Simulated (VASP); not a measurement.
# NbH (I4/mmm) in VASP: single point with r2SCAN

Aim: the single point of NbH with r2SCAN.

All numbers are computed with VASP 6.6.1; they aren't measurements. Logs are shortened: lines on timing, memory, paths and dates and some standing lists are left out, and cuts for length are marked.

### Step 1. The cell of the first run

Symmetry: I4/mmm, No. 139, tetragonal system. Conventional cell: a = 3.214 Å, b = 3.214 Å, c = 3.969 Å, α = 90.00°, β = 90.00°, γ = 90.00°. Within 2.6 Å of Nb (site symmetry 4/mmm) lie 6 H at 1.98 to 2.27 Å. Within 2.6 Å of H (site symmetry 4/mmm) lie 6 Nb at 1.98 to 2.27 Å.

### Step 2. Single point, r2SCAN

POSCAR

```
NbH
1.0
   -1.6069640000      1.6069640000      1.9843010000
    1.6069640000     -1.6069640000      1.9843010000
    1.6069640000      1.6069640000     -1.9843010000
Nb H
1 1
Direct
    0.0000000000      0.0000000000      0.0000000000
    0.5000000000      0.5000000000      0.0000000000
```

INCAR.step1

```
SYSTEM = NbH
ALGO = Normal ; EDIFF = 1E-4
ENCUT = 520 ; GGA = PE
ISMEAR = 0 ; LASPH = .TRUE.
LCHARG = .FALSE. ; LREAL = .FALSE.
LWAVE = .TRUE. ; NBANDS = 14
NELM = 100 ; PREC = Accurate
SIGMA = 0.15
```

INCAR.step2

```
SYSTEM = NbH
ALGO = Normal ; EDIFF = 1E-6
ENCUT = 520 ; ISIF = 2
ISMEAR = 0 ; ISTART = 1
LASPH = .TRUE. ; LCHARG = .TRUE.
LELF = .TRUE. ; LMIXTAU = .TRUE.
LREAL = .FALSE. ; LVHAR = .TRUE.
LWAVE = .FALSE. ; METAGGA = R2SCAN
NBANDS = 14 ; NELM = 100
PREC = Accurate ; SIGMA = 0.15
```

KPOINTS

```
k-points
0
G
  20 20 20
  0 0 0
```

Potentials or basis: VASP PAW PBE potentials, release 64 (Nb_sv, H).

The run is started by

```
cat potpaw_PBE.64/Nb_sv/POTCAR potpaw_PBE.64/H/POTCAR > POTCAR
cp INCAR.step1 INCAR
mpirun -np 1 vasp_std > vasp.out
cp INCAR.step2 INCAR
mpirun -np 1 vasp_std > vasp.out
```

OUTCAR:

```text
SYSTEM = NbH
   EDIFF = 1E-6
   ENCUT = 520
   ISIF = 2
   ISMEAR = 0
   ISTART = 1
   LASPH = .TRUE.
   LREAL = .FALSE.
   METAGGA = R2SCAN
   NELM = 100
   PREC = Accurate

 ion  position               nearest neighbor table
   1  0.000  0.000  0.000-
   2  0.500  0.500  0.000-

  LATTYP: Found a body centered tetragonal cell.
 ALAT       =     3.2139280000
 C/A-ratio  =     1.2348135988

  Lattice vectors:

 A1 = (  -1.6069640000,   1.6069640000,   1.9843010000)
 A2 = (   1.6069640000,  -1.6069640000,   1.9843010000)
 A3 = (   1.6069640000,   1.6069640000,  -1.9843010000)

Analysis of symmetry for initial positions (statically):
=====================================================================
 Subroutine PRICEL returns:
 Original cell was already a primitive cell.

 Routine SETGRP: Setting up the symmetry group for a
 body centered tetragonal supercell.

 Subroutine GETGRP returns: Found 16 space group operations
 (whereof 16 operations were pure point group operations)
 out of a pool of 16 trial point group operations.

The static configuration has the point symmetry D_4h.

Analysis of symmetry for dynamics (positions and initial velocities):
=====================================================================
 Subroutine PRICEL returns:
 Original cell was already a primitive cell.

 Routine SETGRP: Setting up the symmetry group for a
 body centered tetragonal supercell.

 Subroutine GETGRP returns: Found 16 space group operations
 (whereof 16 operations were pure point group operations)
 out of a pool of 16 trial point group operations.

The dynamic configuration has the point symmetry D_4h.

 Subroutine INISYM returns: Found 16 space group operations
 (whereof 16 operations are pure point group operations),
 and found     1 'primitive' translations

----------------------------------------------------------------------------------------

                                     Primitive cell

  volume of cell :      20.4965

  direct lattice vectors                    reciprocal lattice vectors
    -1.606964000  1.606964000  1.984301000     0.000000000  0.311145738  0.251977901
     1.606964000 -1.606964000  1.984301000     0.311145738  0.000000000  0.251977901
     1.606964000  1.606964000 -1.984301000     0.311145738  0.311145738  0.000000000

  length of vectors
     3.016971504  3.016971504  3.016971504     0.400380485  0.400380485  0.440026523

  position of ions in fractional coordinates (direct lattice)
     0.000000000  0.000000000  0.000000000
     0.500000000  0.500000000  0.000000000

[... 81 lines left out ...]
   NFREE  =      0    steps in history (QN), initial steepest desc. (CG)
   ISIF   =      2    stress and relaxation
   ISYM   =      2    0-nonsym 1-usesym 2-fastsym
   POTIM  = 0.5000    time-step for ionic-motion
   TEBEG  =    0.0;   TEEND  =   0.0 temperature during run
   PSTRESS=    0.0 pullay stress
   NELECT =      14.0000    total number of electrons
   NUPDOWN=      -1.0000    fix difference up-down
   EMIN   =  10.00;   EMAX   =-10.00  energy-range for DOS
   EFERMI =   0.00;   METHOD = LEGACY
   ISMEAR =     0;   SIGMA  =   0.15  broadening in eV -4-tet -1-fermi 0-gaus
   EFERMI_NEDOS =   21; number of points for ismear=-14 and -15
   IALGO  =     38    algorithm
   IMIX   =      4    mixing-type and parameters
     AMIX     =   0.40;   BMIX     =  1.00
     AMIX_MAG =   1.60;   BMIX_MAG =  1.00
  volume/ion in A,a.u.               =      10.25        69.16
  Fermi-wavevector in a.u.,A,eV,Ry     =   1.441753  2.724518 28.281778  2.078652
  Thomas-Fermi vector in A             =   2.560350
   LORBIT       =      0    0 simple, 1 ext, 2 COOP (PROOUT), +10 PAW based schemes
   METAGGA = R2SCAN    functional components
   LHFCALC =     F    Hartree Fock is set to
   AEXX    =    0.0000 exact exchange contribution
   IVDW    =     0    specifies the selected vdW correction
   LEPSILON=     F    determine dielectric tensor
   LRPA    =     F    only Hartree local field effects (RPA)
 non-spin polarized calculation
 Gauss-broadening in eV      SIGMA  =   0.15
  energy-cutoff  :      520.00
  volume of cell :       20.50
 maximum number of plane-waves:       566
   NGX = 11   NGY = 11   NGZ = 11

 number of electron      13.9999999 magnetization

 Free energy of the ion-electron system (eV)
  ---------------------------------------------------
  ext. energy  EPLUGINS =         0.00000000
  ---------------------------------------------------
  free energy    TOTEN  =       -28.64499870 eV

  energy without entropy =      -28.63555920  energy(sigma->0) =      -28.64027895

 E-fermi :  11.1181     XC(G=0): -13.4481

 val. band max:       11.1148053396   @ k =  -0.1500   0.1500   0.1500
 cond. band min:      11.1255433759   @ k =  -0.1500  -0.2500   0.1500
 fundamental gap:      0.0107380364
 Fermi energy:        11.1181414713

 k-point     1 :       0.0000    0.0000    0.0000
  band No.  band energies     occupation
      1     -45.9524      2.00000
      2     -20.7799      2.00000
      3     -20.7606      2.00000
      4     -20.7606      2.00000
      5       0.8674      2.00000
      6      10.2581      2.00000
      7      10.2581      2.00000
      8      11.8217      0.00000
      9      12.1541      0.00000
     10      13.2145      0.00000
     11      21.2921      0.00000
     12      22.7876      0.00000
     13      24.0504      0.00000
     14      24.0504      0.00000
[... 377 lines left out ...]
      1     -45.8333      2.00000
      2     -21.5567      2.00000
      3     -20.9261      2.00000
      4     -20.8182      2.00000
      5       3.7264      2.00000
      6       8.1048      2.00000
      7       9.7880      2.00000
      8      11.5132      0.00020
      9      13.7376      0.00000
     10      13.9743      0.00000
     11      17.5246      0.00000
     12      23.6523      0.00000
     13      28.8297      0.00000
     14      29.2855      0.00000

 [... further k-points ...]
[... 5 lines left out ...]
  --------------------------------------------------------------------------------------
  -------------------------------------------------------------------------------------
  Total       -0.3840619     -0.3840619     -0.6348068      0.0000000      0.0000000     -0.0000000
  in kB      -30.0214684    -30.0214684    -49.6217760      0.0000000      0.0000000     -0.0000000
  external PRESSURE =     -36.5549043 kB  Pullay stress =       0.0000000 kB

 VOLUME and BASIS-vectors are now :
 -----------------------------------------------------------------------------
  energy-cutoff  :      520.00
  volume of cell :       20.50
      direct lattice vectors                 reciprocal lattice vectors
    -1.606964000  1.606964000  1.984301000     0.000000000  0.311145738  0.251977901
     1.606964000 -1.606964000  1.984301000     0.311145738  0.000000000  0.251977901
     1.606964000  1.606964000 -1.984301000     0.311145738  0.311145738  0.000000000

 POSITION                                       TOTAL-FORCE (eV/Angst)
 -----------------------------------------------------------------------------------
      0.00000      0.00000      0.00000        -0.000000     -0.000000      0.000000
      0.00000      0.00000      1.98430         0.000000      0.000000      0.000000
 -----------------------------------------------------------------------------------
    total drift:                               -0.000000      0.000000      0.000000

  FREE ENERGIE OF THE ION-ELECTRON SYSTEM (eV)
  ---------------------------------------------------
  free  energy   TOTEN  =       -28.6449987049 eV

  energy  without entropy=      -28.6355591965  energy(sigma->0) =      -28.64027895
```

OUTCAR.step1:

```text
SYSTEM = NbH
   EDIFF = 1E-4
   ENCUT = 520
   GGA = PE
   ISMEAR = 0
   LASPH = .TRUE.
   LREAL = .FALSE.
[... 629 lines left out ...]
      0.00000      0.00000      0.00000        -0.000000      0.000000      0.000000
      0.00000      0.00000      1.98430         0.000000     -0.000000     -0.000000
 -----------------------------------------------------------------------------------
    total drift:                               -0.000000      0.000000     -0.000000

  FREE ENERGIE OF THE ION-ELECTRON SYSTEM (eV)
  ---------------------------------------------------
  free  energy   TOTEN  =       -13.8707205759 eV

  energy  without entropy=      -13.8582664416  energy(sigma->0) =      -13.86449351
```

OSZICAR.step1:

```text
N       E                     dE             d eps       ncg     rms          rms(c)
DAV:   1     0.118550782940E+03    0.11855E+03   -0.77388E+03 18068   0.103E+03
DAV:   2    -0.101210712117E+02   -0.12867E+03   -0.12236E+03 20174   0.357E+02
DAV:   3    -0.144894541686E+02   -0.43684E+01   -0.42010E+01 25964   0.591E+01
DAV:   4    -0.147504143827E+02   -0.26096E+00   -0.26019E+00 23328   0.130E+01
DAV:   5    -0.147582302130E+02   -0.78158E-02   -0.78141E-02 26220   0.195E+00    0.778E+00
DAV:   6    -0.139478849484E+02    0.81035E+00   -0.84701E-01 28734   0.112E+01    0.251E+00
DAV:   7    -0.138676958078E+02    0.80189E-01   -0.20619E-01 31114   0.490E+00    0.918E-01
DAV:   8    -0.138707731631E+02   -0.30774E-02   -0.16144E-02 20780   0.148E+00    0.132E-01
DAV:   9    -0.138707243577E+02    0.48805E-04   -0.17012E-03 29340   0.441E-01    0.431E-02
DAV:  10    -0.138707205759E+02    0.37818E-05   -0.37746E-05 13088   0.662E-02
   1 F= -.13870721E+02 E0= -.13864494E+02  d E =-.124541E-01
```

Run time: 4.8 min. Hardware: 1 thread of Intel Xeon Platinum 8488C (Sapphire Rapids), shared host; peak memory 0.29 GiB.

What came out:

| Property | Result |
| --- | --- |
| Free energy | -28.6450 eV |
| Pressure | -3.7 GPa |
| Band gap on the k mesh | zero (band 7 reaches 14.76 eV, above the bottom of band 8 at 10.48 eV) |

Stress tensor (GPa, compression positive):
```
-3.00  0.00  0.00
 0.00 -3.00  0.00
 0.00  0.00 -4.96
```

Caveat: the PAW data sets were made with another functional, which shifts forces and pressure a little.
